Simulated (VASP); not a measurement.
# Cu (I4/mmm) in VASP: a series of runs, part 2 of 2

VASP 6.6.1.

### Step 3. Single point, PBE (strain +0.0200 x Voigt [0, 1, 0, 0, 0, 0])

File INCAR:

```
SYSTEM = Cu
  ALGO = Fast
  EDIFF = 1E-6
  ENCUT = 520
  GGA = PE
  ISIF = 2
  ISMEAR = 0
  LASPH = .TRUE.
  LCHARG = .FALSE.
  LREAL = .FALSE.
  LWAVE = .FALSE.
  NBANDS = 12
  NELM = 60
  PREC = Accurate
  SIGMA = 0.15
```

File KPOINTS:

```
k-points
0
G
  28 28 28
  0 0 0
```

File POSCAR:

```
Cu
1.0
    0.0000000000      1.8511716104      1.8148741278
    1.8148741278      0.0000000000      1.8148741278
    1.8148741278      1.8511716104      0.0000000000
Cu
1
Direct
    0.0000000000      0.0000000000      0.0000000000
```

Potentials or basis: VASP PAW PBE potentials, release 64 (Cu).

Command:

```sh
> cat potpaw_PBE.64/Cu/POTCAR > POTCAR
> mpirun -np 1 vasp_std > vasp.out
```

OUTCAR:

```text
SYSTEM = Cu
   EDIFF = 1E-6
   ENCUT = 520
   GGA = PE
   ISIF = 2
   ISMEAR = 0
   LASPH = .TRUE.
   LREAL = .FALSE.
   NELM = 60
   PREC = Accurate

 ion  position               nearest neighbor table
   1  0.000  0.000  0.000-

  LATTYP: Found a body centered tetragonal cell.
 ALAT       =     2.5666196055
 C/A-ratio  =     1.4424978337

  Lattice vectors:

 A1 = (   0.0000000000,  -1.8511716104,   1.8148741278)
 A2 = (   0.0000000000,  -1.8511716104,  -1.8148741278)
 A3 = (   1.8148741278,   1.8511716104,   0.0000000000)

Analysis of symmetry for initial positions (statically):
=====================================================================
 Subroutine PRICEL returns:
 Original cell was already a primitive cell.

 Routine SETGRP: Setting up the symmetry group for a
 body centered tetragonal supercell.

 Subroutine GETGRP returns: Found 16 space group operations
 (whereof 16 operations were pure point group operations)
 out of a pool of 16 trial point group operations.

The static configuration has the point symmetry D_4h.

Analysis of symmetry for dynamics (positions and initial velocities):
=====================================================================
 Subroutine PRICEL returns:
 Original cell was already a primitive cell.

 Routine SETGRP: Setting up the symmetry group for a
 body centered tetragonal supercell.

 Subroutine GETGRP returns: Found 16 space group operations
 (whereof 16 operations were pure point group operations)
 out of a pool of 16 trial point group operations.

The dynamic configuration has the point symmetry D_4h.

 Subroutine INISYM returns: Found 16 space group operations
 (whereof 16 operations are pure point group operations),
 and found     1 'primitive' translations

----------------------------------------------------------------------------------------

                                     Primitive cell

  volume of cell :      12.1947

  direct lattice vectors                    reciprocal lattice vectors
     0.000000000  1.851171610  1.814874128    -0.275501200  0.270099216  0.275501200
     1.814874128  0.000000000  1.814874128     0.275501200 -0.270099216  0.275501200
     1.814874128  1.851171610  0.000000000     0.275501200  0.270099216 -0.275501200

  length of vectors
     2.592412859  2.566619606  2.592412859     0.474083757  0.474083757  0.474083757

  position of ions in fractional coordinates (direct lattice)
     0.000000000  0.000000000  0.000000000

  ion indices of the primitive-cell ions
   primitive index   ion index
                 1           1

----------------------------------------------------------------------------------------

 KPOINTS: k-points

Automatic generation of k-mesh.
 Grid dimensions read from file:
 generate k-points for:   28   28   28

 Generating k-lattice:

  Cartesian coordinates                     Fractional coordinates (reciprocal lattice)
    -0.009839329  0.009646401  0.009839329     0.035714286  0.000000000  0.000000000
     0.009839329 -0.009646401  0.009839329     0.000000000  0.035714286  0.000000000
     0.009839329  0.009646401 -0.009839329     0.000000000  0.000000000  0.035714286

  Length of vectors
     0.016931563  0.016931563  0.016931563

  Shift w.r.t. Gamma in fractional coordinates (k-lattice)
     0.000000000  0.000000000  0.000000000

 Subroutine IBZKPT returns following result:
 ===========================================

 Found   1639 irreducible k-points:

 Following reciprocal coordinates:
            Coordinates               Weight
  0.000000  0.000000  0.000000      1.000000
  0.035714  0.000000  0.000000      8.000000
  0.071429  0.000000  0.000000      8.000000
  0.107143  0.000000  0.000000      8.000000
  0.142857  0.000000  0.000000      8.000000
  0.178571  0.000000  0.000000      8.000000
[... 16 lines left out ...]
  0.285714  0.035714  0.000000     16.000000
  0.321429  0.035714  0.000000     16.000000
 [... further k-points ...]
   k-points           NKPTS =   1639   k-points in BZ     NKDIM =   1639   number of bands    NBANDS=     12
   number of dos      NEDOS =    301   number of ions     NIONS =      1
   total plane-waves  NPLWV =   8000
   dimension x,y,z NGX =    20 NGY =   20 NGZ =   20
   dimension x,y,z NGXF=    40 NGYF=   40 NGZF=   40
   ions per type =               1
   NGX,Y,Z   is equivalent  to a cutoff of  12.83, 12.95, 12.83 a.u.
   NGXF,Y,Z  is equivalent  to a cutoff of  25.65, 25.91, 25.65 a.u.
 SYSTEM =  Cu
   PREC   = accura    normal or accurate (medium, high low for compatibility)
   ISTART =      0    job   : 0-new  1-cont  2-samecut
   ICHARG =      2    charge: 1-file 2-atom 10-const
   ISPIN  =      1    spin polarized calculation?
   LNONCOLLINEAR =      F non collinear calculations
   LSORBIT =      F    spin-orbit coupling
   LASPH  =      T    aspherical Exc in radial PAW
   ENCUT  =  520.0 eV  38.22 Ry    6.18 a.u.   4.82  4.77  4.82*2*pi/ulx,y,z
   NELM   =     60;   NELMIN=  2; NELMDL= -5     # of ELM steps
   EDIFF  = 0.1E-05   stopping-criterion for ELM
   LREAL  =      F    real-space projection
[... 7 lines left out ...]
   TEBEG  =    0.0;   TEEND  =   0.0 temperature during run
   PSTRESS=    0.0 pullay stress
   NELECT =      11.0000    total number of electrons
   NUPDOWN=      -1.0000    fix difference up-down
   EMIN   =  10.00;   EMAX   =-10.00  energy-range for DOS
   EFERMI =   0.00;   METHOD = LEGACY
   ISMEAR =     0;   SIGMA  =   0.15  broadening in eV -4-tet -1-fermi 0-gaus
   EFERMI_NEDOS =   21; number of points for ismear=-14 and -15
   IALGO  =     68    algorithm
   IMIX   =      4    mixing-type and parameters
     AMIX     =   0.40;   BMIX     =  1.00
     AMIX_MAG =   1.60;   BMIX_MAG =  1.00
  volume/ion in A,a.u.               =      12.19        82.29
  Fermi-wavevector in a.u.,A,eV,Ry     =   1.581791  2.989152 34.042640  2.502063
  Thomas-Fermi vector in A             =   2.681813
   LORBIT       =      0    0 simple, 1 ext, 2 COOP (PROOUT), +10 PAW based schemes
   GGA     = PE    functional components
   LHFCALC =     F    Hartree Fock is set to
   AEXX    =    0.0000 exact exchange contribution
   IVDW    =     0    specifies the selected vdW correction
   LEPSILON=     F    determine dielectric tensor
   LRPA    =     F    only Hartree local field effects (RPA)
 non-spin polarized calculation
 RMM-DIIS sequential band-by-band and
 Gauss-broadening in eV      SIGMA  =   0.15
  energy-cutoff  :      520.00
  volume of cell :       12.19
 maximum number of plane-waves:       342
   NGX =  9   NGY =  9   NGZ =  9

 number of electron      10.9999991 magnetization

 Free energy of the ion-electron system (eV)
  ---------------------------------------------------
  ext. energy  EPLUGINS =         0.00000000
  ---------------------------------------------------
  free energy    TOTEN  =        -3.72806430 eV

  energy without entropy =       -3.72501174  energy(sigma->0) =       -3.72653802

 E-fermi :   7.2151     XC(G=0): -12.5413

 val. band max:        7.2139062819   @ k =   0.3214   0.5000   0.1429
 cond. band min:       7.2163416318   @ k =   0.3214  -0.1786   0.2143
 fundamental gap:      0.0024353499
 Fermi energy:         7.2151345529

 k-point     1 :       0.0000    0.0000    0.0000
  band No.  band energies     occupation
      1      -1.9149      2.00000
      2       4.2016      2.00000
      3       4.2942      2.00000
      4       4.2942      2.00000
      5       4.9972      2.00000
      6       5.0897      2.00000
      7      29.5396      0.00000
      8      31.8972      0.00000
      9      31.9519      0.00000
     10      31.9519      0.00000
     11      34.3889      0.00000
     12      34.3939      0.00000

 k-point     2 :       0.0357    0.0000    0.0000
  band No.  band energies     occupation
      1      -1.8694      2.00000
      2       4.2040      2.00000
      3       4.2910      2.00000
      4       4.3027      2.00000
      5       4.9942      2.00000
      6       5.0857      2.00000
      7      29.3080      0.00000
      8      31.1439      0.00000
      9      31.7441      0.00000
     10      31.7904      0.00000
     11      34.6192      0.00000
     12      34.6569      0.00000
[... 316 lines left out ...]
 k-point    24 :       0.3214    0.0357    0.0000
  band No.  band energies     occupation
      1       1.0995      2.00000
      2       4.1121      2.00000
      3       4.3289      2.00000
      4       4.4053      2.00000
      5       5.2465      2.00000
      6       5.3232      2.00000
      7      16.6515      0.00000
      8      27.8794      0.00000
      9      28.4773      0.00000
     10      30.5608      0.00000
     11      33.1859      0.00000
     12      34.6128      0.00000

 [... further k-points ...]
[... 5 lines left out ...]
  --------------------------------------------------------------------------------------
  -------------------------------------------------------------------------------------
  Total       -0.1257610     -0.2160344     -0.1257610      0.0000000      0.0000000      0.0000000
  in kB      -16.5229168    -28.3833580    -16.5229168      0.0000000      0.0000000      0.0000000
  external PRESSURE =     -20.4763972 kB  Pullay stress =       0.0000000 kB

 VOLUME and BASIS-vectors are now :
 -----------------------------------------------------------------------------
  energy-cutoff  :      520.00
  volume of cell :       12.19
      direct lattice vectors                 reciprocal lattice vectors
     0.000000000  1.851171610  1.814874128    -0.275501200  0.270099216  0.275501200
     1.814874128  0.000000000  1.814874128     0.275501200 -0.270099216  0.275501200
     1.814874128  1.851171610  0.000000000     0.275501200  0.270099216 -0.275501200

 POSITION                                       TOTAL-FORCE (eV/Angst)
 -----------------------------------------------------------------------------------
      0.00000      0.00000      0.00000        -0.000000      0.000000      0.000000
 -----------------------------------------------------------------------------------
    total drift:                                0.000000      0.000000      0.000000

  FREE ENERGIE OF THE ION-ELECTRON SYSTEM (eV)
  ---------------------------------------------------
  free  energy   TOTEN  =        -3.7280643005 eV

  energy  without entropy=       -3.7250117358  energy(sigma->0) =       -3.72653802
```

OSZICAR:

```text
N       E                     dE             d eps       ncg     rms          rms(c)
DAV:   1     0.428311572646E+02    0.42831E+02   -0.53974E+03 43540   0.152E+03
DAV:   2    -0.328759842431E+01   -0.46119E+02   -0.42602E+02 40496   0.203E+02
DAV:   3    -0.460865969328E+01   -0.13211E+01   -0.13091E+01 46088   0.396E+01
DAV:   4    -0.461699562114E+01   -0.83359E-02   -0.83347E-02 44540   0.278E+00
DAV:   5    -0.461707484921E+01   -0.79228E-04   -0.79227E-04 46632   0.277E-01    0.763E+00
RMM:   6    -0.410221247388E+01    0.51486E+00   -0.32901E+00 49148   0.337E+01    0.455E+00
RMM:   7    -0.374007335008E+01    0.36214E+00   -0.50835E-01 48828   0.129E+01    0.953E-01
RMM:   8    -0.372913080231E+01    0.10943E-01   -0.10918E-02 50399   0.116E+00    0.251E-01
RMM:   9    -0.372801258525E+01    0.11182E-02   -0.25048E-03 51686   0.911E-01    0.292E-02
RMM:  10    -0.372805408157E+01   -0.41496E-04   -0.44534E-04 52516   0.280E-01    0.137E-02
RMM:  11    -0.372806356838E+01   -0.94868E-05   -0.66323E-05 54205   0.923E-02    0.122E-02
RMM:  12    -0.372806419408E+01   -0.62570E-06   -0.10282E-05 52210   0.411E-02    0.411E-03
RMM:  13    -0.372806430052E+01   -0.10644E-06   -0.24928E-06 37214   0.166E-02
   1 F= -.37280643E+01 E0= -.37265380E+01  d E =-.305256E-02
```

stdout:

```text
POSCAR found type information on POSCAR Cu
 POSCAR found :  1 types and       1 ions
 scaLAPACK will be used
 LDA part: xc-table for (Slater+PW92), standard interpolation
 POSCAR, INCAR and KPOINTS ok, starting setup
 FFT: planning ... GRIDC
 FFT: planning ... GRID_SOFT
 FFT: planning ... GRID
 WAVECAR not read
 entering main loop
WARNING in EDDRMM: call to ZHEGV failed, returncode =   6  3      9
WARNING in EDDRMM: call to ZHEGV failed, returncode =   6  3     10
WARNING in EDDRMM: call to ZHEGV failed, returncode =   6  3      8
WARNING in EDDRMM: call to ZHEGV failed, returncode =   6  3     10
WARNING in EDDRMM: call to ZHEGV failed, returncode =   6  3     11
WARNING in EDDRMM: call to ZHEGV failed, returncode =   6  3      9
WARNING in EDDRMM: call to ZHEGV failed, returncode =   6  3     11
```

It took 6 min on 1 thread of Intel Xeon 8259CL, shared host; peak memory 0.33 GiB.

Results:

| Property | Result |
| --- | --- |
| Free energy | -3.7281 eV |
| Pressure | -2.0 GPa |
| Band gap on the k mesh | zero (an odd number of electrons rules out a gap without spin polarisation) |

Caveat: the cell differs from its parent crystal (strain +0.0200 x Voigt [0, 1, 0, 0, 0, 0]).
